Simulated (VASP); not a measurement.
Runs of VASP 6.6.1 on SiGeTe2S2. The structure is that of space group P4/mmm (No. 123), or close to it. The cells are those of the table. 

```tsv
task	cell	k mesh	cutoff (eV)	gap on the mesh (eV)	pressure (GPa)	relaxed volume (Å³/atom)	largest force (eV/Å)
relaxation of cell and atoms	relaxed from a = 4.080, b = 4.080, c = 8.893 Å, 6 atoms	4 × 4 × 2	600	none	0.0	26.15	0.03
relaxation of cell and atoms	relaxed from a = 3.453, b = 3.453, c = 13.060 Å, 6 atoms	6 × 6 × 2	600	none	-0.1	26.28	-
single point	a = 4.080, b = 4.080, c = 8.893 Å, 6 atoms	4 × 4 × 2	520	none	(a)	-	(b)
single point	a = 3.453, b = 3.453, c = 13.060 Å, 6 atoms	4 × 4 × 2	520	none	0.1	-	0.01
single point	a = 3.463, b = 3.463, c = 13.062 Å, 6 atoms	6 × 6 × 2	520	none	0.1	-	-
single point	a = 3.430, b = 3.430, c = 13.477 Å, 6 atoms	12 × 12 × 4	520	none	-0.1	-	-
```

Alike in all rows: level PBE; potentials or basis VASP PAW PBE potentials, release 64 (Si, Ge_d, Te, S); no spin polarisation; smearing gaussian 0.1 eV.

Problem. Estimate the missing entries.

Solution. (a) 23.1; (b) 16.14.

Caveats: some runs use coarse meshes; spin-orbit coupling is left out, which moves the levels of the heavy elements; this functional lacks dispersion, which binds the layers, so the pressure and a relaxed spacing across them are unreliable (some runs); forces of over 1 eV/Å act on the atoms, so gaps and moduli don't describe the material at rest (some runs).

A k mesh can miss the band edges, and the runs leave out spin-orbit coupling on Ge, Te.

A gap of «none» marks levels without a gap at the run's occupations.
